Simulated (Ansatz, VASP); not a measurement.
## Au: VASP beside Ansatz

The input INCAR:

```
  ALGO = Fast
  EDIFF = 1E-6
  ENCUT = 520
  GGA = PS
  ISIF = 2
  ISMEAR = 0
  LASPH = T
  LCHARG = T
  LELF = T
  LREAL = F
  LVHAR = T
  LWAVE = F
  NBANDS = 12
  NELM = 80
  PREC = Accurate
  SIGMA = 0.15
```

KPOINTS

```
k-points
0
Gamma
  26 26 26
```

POSCAR

```
Au
1.0
    0.0000000000      2.0113053693      2.0419343851
    2.0113053693      0.0000000000      2.0419343851
    2.0113053693      2.0113053693      0.0000000000
Au
1
Direct
    0.0000000000      0.0000000000      0.0000000000
```

Input for Ansatz:

```yaml
crystal:
  lattice:
    - [0.0, 2.0113053693, 2.0419343851]
    - [2.0113053693, 0.0, 2.0419343851]
    - [2.0113053693, 2.0113053693, 0.0]
  atoms:
    - { symbol: Au, position: [0.0, 0.0, 0.0] }
basis:
  ecutwfc: 420
kpoints:
  mp_grid: { grid: [26, 26, 26] }
hamiltonian:
  xc: pbesol
scf:
  occupations: { method: gaussian, width: 0.15 }
output:
  forces: true
  stress: true
  eigenvalues: true
```

Change from the starting cell: strain -0.015 along x and y, +0.000 along z, atoms carried along.

Alike in both runs: task single point; functional PBEsol; k mesh 26 × 26 × 26; occupations gaussian, width 0.15 eV; no spin polarisation.

|  | VASP | Ansatz |
| --- | --- | --- |
| version | VASP 6.6.1 | Ansatz 0.2.0 |
| potentials or method | VASP PAW PBE potentials, release 64 (Au), cutoff 520 eV | scalar-relativistic, plane waves, PAW |
| valence electrons in the cell | 11 | 19 |

```tsv
	VASP	Ansatz	Ansatz less VASP
gap on the k mesh at the Fermi level (eV)	none	none	-
pressure (GPa)	5.4	5.6	+0.26
traceless stress, the component that is largest in VASP (GPa)	-0.37	-0.37	+0.004
```

VASP's potentials were made for PBE, not for PBEsol. A gap of «none» marks a metal or a gap that the smearing closes. The functional is the same, so the differences come from potentials, cutoffs and numerics. VASP's potentials hold 11 valence electrons a cell and Ansatz's 19, so a difference there can come from the potentials and not from the codes.

Spin-orbit coupling is off throughout.
